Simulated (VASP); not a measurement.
## TaN: single point with PBE

TaN:

```xyz
2
Lattice="0.0000 2.1354 2.1790 2.1354 0.0000 2.1790 2.1354 2.1354 0.0000" Properties=species:S:1:pos:R:3 pbc="T T T"
Ta    2.1354    2.1354    2.1790
N     0.0000    0.0000    0.0000
```

This cell differs from its parent crystal: strain -0.0200 x Voigt [1, 1, 0, 0, 0, 0].

```yaml
Program: VASP 6.6.1
Task: single point
Functional: PBE
Potentials_or_basis: VASP PAW PBE potentials, release 64 (Ta_pv, N)
Cutoff: 520 eV
k_mesh: 18 × 18 × 18
Occupations: gaussian, width 0.15 eV
Spin: no spin polarisation
Dipole_correction: no
Further_INCAR_settings: ALGO = Normal; EDIFF = 1e-06; NBANDS = 15
```

| Property | Result |
| --- | --- |
| Pressure | 33.4 GPa |
| Band gap on the k mesh | zero (bands 8 and 9 overlap by 4.26 eV) |

Stress tensor (GPa, compression positive):
```
38.99  0.00  0.00
 0.00 38.99  0.00
 0.00  0.00 22.34
```

Levels at points of the mesh, in eV from the Fermi level:
| k point | band 6 | band 7 | band 8 | band 9 | band 10 | band 11 |
| --- | --- | --- | --- | --- | --- | --- |
| (0.00, 0.00, 0.00) | -4.00 | -4.00 | -2.49 | -2.23 | -2.23 | -0.17 |
| (0.50, 0.00, 0.00) | -8.12 | -8.10 | 2.03 | 2.14 | 2.26 | 4.03 |
| (0.50, 0.50, 0.00) | -5.94 | -4.74 | -4.74 | 2.32 | 3.92 | 3.92 |
| (0.50, 0.00, 0.50) | -5.98 | -4.90 | -4.79 | 2.31 | 3.78 | 4.08 |

It took 37 s on 1 thread of Intel(R) Xeon(R) 6975P-C (Granite Rapids), with other jobs on the host, peak memory 0.26 GiB.

Caveat: the cell differs from its parent crystal (strain -0.0200 x Voigt [1, 1, 0, 0, 0, 0]); the stress differs along the axes, from 22 to 39 GPa; spin-orbit coupling is left out, which moves the levels of the heavy elements.
